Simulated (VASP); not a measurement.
# Si16Ge (a cell with a defect) in VASP: further runs

Runs on Si16Ge (a cell with a defect). Level: PBE. Tasks: single point.

All numbers are computed with VASP 6.6.1; they aren't measurements. Logs are shortened: lines on timing, memory, paths and dates and some standing lists are left out, and cuts for length are marked.

**1. The cell of the first run**

The cell holds a defect, 17 atoms: a = 7.679 Å, b = 7.679 Å, c = 7.679 Å, α = 60.00°, β = 60.00°, γ = 60.00°.

**2. Single point, PBE**

File INCAR:

```
ALGO = Normal
EDIFF = 1E-6
ENCUT = 520
GGA = PE
ISIF = 2
ISMEAR = -1
LASPH = T
LCHARG = F
LREAL = Auto
LWAVE = F
NBANDS = 53
NELM = 80
PREC = Accurate
SIGMA = 0.02
```

File KPOINTS:

```
k-points
0
Gamma
  2 2 2
```

File POSCAR:

```
Si16Ge
1.0
    0.0000000000      5.4300000000      5.4300000000
    5.4300000000      0.0000000000      5.4300000000
    5.4300000000      5.4300000000      0.0000000000
Si Ge
16 1
Direct
   -0.0002669429     -0.0000275322      0.0002041436
    0.1238692449      0.1242974217      0.1247344383
    0.0037899632      0.0043573665      0.4960013812
    0.1238755985      0.1243330571      0.6272098527
    0.0038783610      0.4954973297      0.0049487109
    0.1238629834      0.6269860037      0.1246714549
    0.0038531308      0.4955549724      0.4958859116
    0.1357890424      0.6210210866      0.6217315838
    0.4950857274      0.0043859116      0.0048995396
    0.6267536832      0.1242247698      0.1245989871
    0.4950761510      0.0044255064      0.4957838858
    0.6204349908      0.1365204420      0.6215865562
    0.4951214549      0.4954783610      0.0048135359
    0.6206289134      0.6210611418      0.1371716390
    0.4991648250      0.4999233886      0.5006001842
    0.6205778085      0.6211608656      0.6213687845
    0.7491508287      0.7499228361      0.7506108656
```

Potentials or basis: VASP PAW PBE potentials, release 64 (Si, Ge_d).

Started as:

```bash
cat potpaw_PBE.64/Si/POTCAR potpaw_PBE.64/Ge_d/POTCAR > POTCAR
mpirun -np 1 vasp_std > vasp.out
```

OUTCAR:

```text
EDIFF = 1E-6
   ENCUT = 520
   GGA = PE
   ISIF = 2
   ISMEAR = -1
   LASPH = T
   LREAL = Auto
   NELM = 80
   PREC = Accurate

 ion  position               nearest neighbor table
   1  1.000  1.000  0.000-  10 2.34   6 2.34   2 2.34   4 2.34
   2  0.124  0.124  0.125-   5 2.33   9 2.33   3 2.33   1 2.34
   3  0.004  0.004  0.496-   2 2.33   4 2.33   8 2.40  12 2.40  17 2.76
   4  0.124  0.124  0.627-  11 2.33   7 2.33   3 2.33   1 2.34
   5  0.004  0.495  0.005-   6 2.33   2 2.33   8 2.40  14 2.40  17 2.76
   6  0.124  0.627  0.125-   5 2.33   7 2.33  13 2.33   1 2.34
   7  0.004  0.496  0.496-   6 2.33   4 2.33   8 2.40  16 2.40  17 2.76
   8  0.136  0.621  0.622-  15 2.28   5 2.40   7 2.40   3 2.40  17 2.42
   9  0.495  0.004  0.005-  10 2.33   2 2.33  12 2.40  14 2.40  17 2.76
  10  0.627  0.124  0.125-  11 2.33   9 2.33  13 2.33   1 2.34
  11  0.495  0.004  0.496-  10 2.33   4 2.33  12 2.40  16 2.40  17 2.76
  12  0.620  0.137  0.622-  15 2.28  11 2.40   9 2.40   3 2.40  17 2.42
  13  0.495  0.495  0.005-  10 2.33   6 2.33  16 2.40  14 2.40  17 2.76
  14  0.621  0.621  0.137-  15 2.28   5 2.40   9 2.40  13 2.40  17 2.42
  15  0.499  0.500  0.501-   8 2.28  12 2.28  16 2.28  14 2.28
  16  0.621  0.621  0.621-  15 2.28  11 2.40   7 2.40  13 2.40  17 2.42
  17  0.749  0.750  0.751-  14 2.42  16 2.42  12 2.42   8 2.42  13 2.76   9 2.76  11 2.76   5 2.76
                             3 2.76   7 2.76

  LATTYP: Found a face centered cubic cell.
 ALAT       =    10.8600000000

  Lattice vectors:

 A1 = (   0.0000000000,   5.4300000000,   5.4300000000)
 A2 = (   5.4300000000,   0.0000000000,   5.4300000000)
 A3 = (   5.4300000000,   5.4300000000,   0.0000000000)

Analysis of symmetry for initial positions (statically):
=====================================================================
 Subroutine PRICEL returns:
 Original cell was already a primitive cell.

 Routine SETGRP: Setting up the symmetry group for a
 face centered cubic supercell.

 Subroutine GETGRP returns: Found  1 space group operations
 (whereof  1 operations were pure point group operations)
 out of a pool of 48 trial point group operations.

The static configuration has the point symmetry C_1 .

Analysis of symmetry for dynamics (positions and initial velocities):
=====================================================================
 Subroutine PRICEL returns:
 Original cell was already a primitive cell.

 Routine SETGRP: Setting up the symmetry group for a
 face centered cubic supercell.

 Subroutine GETGRP returns: Found  1 space group operations
 (whereof  1 operations were pure point group operations)
 out of a pool of 48 trial point group operations.

The dynamic configuration has the point symmetry C_1 .

 Subroutine INISYM returns: Found  1 space group operations
 (whereof  1 operations are pure point group operations),
 and found     1 'primitive' translations

----------------------------------------------------------------------------------------

                                     Primitive cell

  volume of cell :     320.2060

  direct lattice vectors                    reciprocal lattice vectors
     0.000000000  5.430000000  5.430000000    -0.092081031  0.092081031  0.092081031
     5.430000000  0.000000000  5.430000000     0.092081031 -0.092081031  0.092081031
     5.430000000  5.430000000  0.000000000     0.092081031  0.092081031 -0.092081031

  length of vectors
     7.679179644  7.679179644  7.679179644     0.159489025  0.159489025  0.159489025

  position of ions in fractional coordinates (direct lattice)
     0.999733057  0.999972468  0.000204144
     0.123869245  0.124297422  0.124734438
     0.003789963  0.004357367  0.496001381
     0.123875598  0.124333057  0.627209853
     0.003878361  0.495497330  0.004948711
     0.123862983  0.626986004  0.124671455
[... 9 lines left out ...]
     0.620577809  0.621160866  0.621368784
     0.749150829  0.749922836  0.750610866

  ion indices of the primitive-cell ions
   primitive index   ion index
                 1           1
                 2           2
                 3           3
                 4           4
                 5           5
                 6           6
[... 9 lines left out ...]
                16          16
                17          17

----------------------------------------------------------------------------------------

 KPOINTS: k-points

Automatic generation of k-mesh.
 Grid dimensions read from file:
 generate k-points for:    2    2    2

 Generating k-lattice:

  Cartesian coordinates                     Fractional coordinates (reciprocal lattice)
    -0.046040516  0.046040516  0.046040516     0.500000000  0.000000000  0.000000000
     0.046040516 -0.046040516  0.046040516     0.000000000  0.500000000  0.000000000
     0.046040516  0.046040516 -0.046040516     0.000000000  0.000000000  0.500000000

  Length of vectors
     0.079744512  0.079744512  0.079744512

  Shift w.r.t. Gamma in fractional coordinates (k-lattice)
     0.000000000  0.000000000  0.000000000

 Subroutine IBZKPT returns following result:
 ===========================================

 Found      8 irreducible k-points:

 Following reciprocal coordinates:
            Coordinates               Weight
  0.000000  0.000000  0.000000      1.000000
  0.500000  0.000000  0.000000      1.000000
  0.000000  0.500000  0.000000      1.000000
  0.000000  0.000000  0.500000      1.000000
  0.500000  0.500000  0.500000      1.000000
  0.500000  0.500000  0.000000      1.000000
  0.000000  0.500000  0.500000      1.000000
  0.500000  0.000000  0.500000      1.000000
   k-points           NKPTS =      8   k-points in BZ     NKDIM =      8   number of bands    NBANDS=     53
   number of dos      NEDOS =    301   number of ions     NIONS =     17
   total plane-waves  NPLWV = 216000
   dimension x,y,z NGX =    60 NGY =   60 NGZ =   60
   dimension x,y,z NGXF=   120 NGYF=  120 NGZF=  120
   ions per type =              16   1
   NGX,Y,Z   is equivalent  to a cutoff of  12.99, 12.99, 12.99 a.u.
   NGXF,Y,Z  is equivalent  to a cutoff of  25.98, 25.98, 25.98 a.u.
 SYSTEM =  unknown system
   PREC   = accura    normal or accurate (medium, high low for compatibility)
   ISTART =      0    job   : 0-new  1-cont  2-samecut
   ICHARG =      2    charge: 1-file 2-atom 10-const
   ISPIN  =      1    spin polarized calculation?
   LNONCOLLINEAR =      F non collinear calculations
   LSORBIT =      F    spin-orbit coupling
   LASPH  =      T    aspherical Exc in radial PAW
   ENCUT  =  520.0 eV  38.22 Ry    6.18 a.u.  14.28 14.28 14.28*2*pi/ulx,y,z
   NELM   =     80;   NELMIN=  2; NELMDL= -5     # of ELM steps
   EDIFF  = 0.1E-05   stopping-criterion for ELM
   LREAL  =      T    real-space projection
   EDIFFG = 0.1E-04   stopping-criterion for IOM
   NSW    =      0    number of steps for IOM
   IBRION =     -1    ionic relax: 0-MD 1-quasi-New 2-CG
   NFREE  =      0    steps in history (QN), initial steepest desc. (CG)
   ISIF   =      2    stress and relaxation
   ISYM   =      2    0-nonsym 1-usesym 2-fastsym
   POTIM  = 0.5000    time-step for ionic-motion
   TEBEG  =    0.0;   TEEND  =   0.0 temperature during run
   PSTRESS=    0.0 pullay stress
   NELECT =      78.0000    total number of electrons
   NUPDOWN=      -1.0000    fix difference up-down
   EMIN   =  10.00;   EMAX   =-10.00  energy-range for DOS
   EFERMI =   0.00;   METHOD = LEGACY
   ISMEAR =    -1;   SIGMA  =   0.02  broadening in eV -4-tet -1-fermi 0-gaus
   EFERMI_NEDOS =   21; number of points for ismear=-14 and -15
   IALGO  =     38    algorithm
   IMIX   =      4    mixing-type and parameters
     AMIX     =   0.40;   BMIX     =  1.00
     AMIX_MAG =   1.60;   BMIX_MAG =  1.00
  volume/ion in A,a.u.               =      18.84       127.11
  Fermi-wavevector in a.u.,A,eV,Ry     =   1.022421  1.932096 14.222785  1.045345
  Thomas-Fermi vector in A             =   2.156100
   LORBIT       =      0    0 simple, 1 ext, 2 COOP (PROOUT), +10 PAW based schemes
   GGA     = PE    functional components
   LHFCALC =     F    Hartree Fock is set to
   AEXX    =    0.0000 exact exchange contribution
   IVDW    =     0    specifies the selected vdW correction
   LEPSILON=     F    determine dielectric tensor
   LRPA    =     F    only Hartree local field effects (RPA)
 non-spin polarized calculation
  energy-cutoff  :      520.00
  volume of cell :      320.21
 maximum number of plane-waves:      8646
 NGX is ok and might be reduce to    60
   NGX = 29   NGY = 29   NGZ = 29

 number of electron      77.9999997 magnetization

 Free energy of the ion-electron system (eV)
  ---------------------------------------------------
  ext. energy  EPLUGINS =         0.00000000
  ---------------------------------------------------
  free energy    TOTEN  =       -86.69720494 eV

  energy without entropy =      -86.68649617  energy(sigma->0) =      -86.69185056

 E-fermi :   6.9414     XC(G=0):  -9.7494

 val. band max:        6.6801389310   @ k =   0.0000   0.0000   0.0000
 cond. band min:       6.9492045874   @ k =   0.0000   0.0000   0.0000
 fundamental gap:      0.2690656564
 Fermi energy:         6.9413939230

 k-point     1 :       0.0000    0.0000    0.0000
  band No.  band energies     occupation
      1     -18.2530      2.00000
      2     -18.2529      2.00000
      3     -18.2529      2.00000
      4     -18.2392      2.00000
      5     -18.2390      2.00000
      6      -6.5240      2.00000
[... 43 lines left out ...]
     50       8.1118      0.00000
     51       9.0769      0.00000

 k-point     2 :       0.5000    0.0000    0.0000
  band No.  band energies     occupation
      1     -18.2530      2.00000
      2     -18.2529      2.00000
      3     -18.2529      2.00000
      4     -18.2392      2.00000
      5     -18.2390      2.00000
      6      -6.1920      2.00000
[... 316 lines left out ...]
 k-point     8 :       0.5000    0.0000    0.5000
  band No.  band energies     occupation
      1     -18.2530      2.00000
      2     -18.2529      2.00000
      3     -18.2529      2.00000
      4     -18.2392      2.00000
      5     -18.2390      2.00000
      6      -6.0856      2.00000
[... 43 lines left out ...]
     50      10.3302      0.00000
     51      10.3311      0.00000
 [bands above 51 left out]

------------------------ aborting loop because EDIFF is reached ----------------------------------------

  FORCE on cell =-STRESS in cart. coord.  units (eV):
  Direction    XX          YY          ZZ          XY          YZ          ZX
  --------------------------------------------------------------------------------------
  -------------------------------------------------------------------------------------
  Total       13.3866518     13.3937318     13.3648807      0.0011570     -0.0002704      0.0003870
  in kB       66.9812220     67.0166472     66.8722881      0.0057894     -0.0013528      0.0019363
  external PRESSURE =      66.9567191 kB  Pullay stress =       0.0000000 kB

 VOLUME and BASIS-vectors are now :
 -----------------------------------------------------------------------------
  energy-cutoff  :      520.00
  volume of cell :      320.21
      direct lattice vectors                 reciprocal lattice vectors
     0.000000000  5.430000000  5.430000000    -0.092081031  0.092081031  0.092081031
     5.430000000  0.000000000  5.430000000     0.092081031 -0.092081031  0.092081031
     5.430000000  5.430000000  0.000000000     0.092081031  0.092081031 -0.092081031

 POSITION                                       TOTAL-FORCE (eV/Angst)
 -----------------------------------------------------------------------------------
      5.43096      5.42966     10.85840        -0.000307      0.000156      0.000512
      1.35224      1.34992      1.34754        -0.004086     -0.003373     -0.004207
      2.71695      2.71387      0.04424         0.001032     -0.000571      0.002662
      4.08088      4.07839      1.34777         0.004040      0.003915     -0.004313
      2.71742      0.04793      2.71161        -0.000000      0.003506     -0.000793
      4.08150      1.34954      4.07711         0.002849     -0.003245      0.003953
[... 9 lines left out ...]
      6.74694      6.74377      6.74264         0.000772      0.001858     -0.000010
      8.14790      8.14371      8.13997        -0.001131      0.000596      0.001853
 -----------------------------------------------------------------------------------
    total drift:                                0.002374     -0.003205     -0.003713

  FREE ENERGIE OF THE ION-ELECTRON SYSTEM (eV)
  ---------------------------------------------------
  free  energy   TOTEN  =       -86.6972049446 eV

  energy  without entropy=      -86.6864961658  energy(sigma->0) =      -86.69185056
```

It took 5.5 min on 1 thread of AMD EPYC 7R13 (Zen 3), shared host; peak memory 0.46 GiB.

Results:

```yaml
Free_energy: -86.6972 eV
Pressure: 6.7 GPa
Largest_force: 0.007 eV/Å
Band_gap_on_the_k_mesh: zero (band 39 reaches 6.99 eV, above the bottom of band 40 at 6.68 eV)
```

Forces on the atoms (eV/Å):
```
Si   0.000  0.000  0.001
Si  -0.004 -0.003 -0.004
Si   0.001 -0.001  0.003
Si   0.004  0.004 -0.004
Si   0.000  0.004 -0.001
Si   0.003 -0.003  0.004
Si  -0.003 -0.001 -0.001
Si   0.001 -0.002  0.001
Si   0.004  0.000 -0.001
Si  -0.002  0.001  0.003
Si   0.001 -0.004 -0.001
Si  -0.001  0.002  0.000
Si   0.000 -0.001 -0.004
Si   0.000  0.000  0.000
Si  -0.003  0.001  0.004
Si   0.001  0.002  0.000
Ge  -0.001  0.001  0.002
```

Levels at points of the mesh, in eV from the Fermi level:
| k point | band 36 | band 37 | band 38 | band 39 | band 40 | band 41 | band 42 | band 43 |
| --- | --- | --- | --- | --- | --- | --- | --- | --- |
| (0.00, 0.00, 0.00) | -0.81 | -0.81 | -0.81 | -0.26 | -0.26 | -0.26 | 0.01 | 0.01 |
| (0.50, 0.00, 0.00) | -1.54 | -1.48 | -1.48 | -0.34 | 0.51 | 0.51 | 0.86 | 0.86 |
| (0.00, 0.50, 0.00) | -1.54 | -1.49 | -1.48 | -0.34 | 0.51 | 0.51 | 0.86 | 0.86 |
| (0.00, 0.00, 0.50) | -1.54 | -1.49 | -1.48 | -0.34 | 0.51 | 0.51 | 0.86 | 0.86 |
| (0.50, 0.50, 0.50) | -1.54 | -1.49 | -1.48 | -0.34 | 0.51 | 0.51 | 0.86 | 0.86 |
| (0.50, 0.50, 0.00) | -2.09 | -1.92 | -1.32 | 0.05 | 0.79 | 1.03 | 1.03 | 1.04 |
| (0.00, 0.50, 0.50) | -2.09 | -1.92 | -1.32 | 0.05 | 0.79 | 1.03 | 1.03 | 1.04 |
| (0.50, 0.00, 0.50) | -2.09 | -1.92 | -1.32 | 0.05 | 0.79 | 1.03 | 1.03 | 1.04 |

Caveat: the k points lie up to 0.50 Å⁻¹ apart.

(Continued in part 2 of 3.)
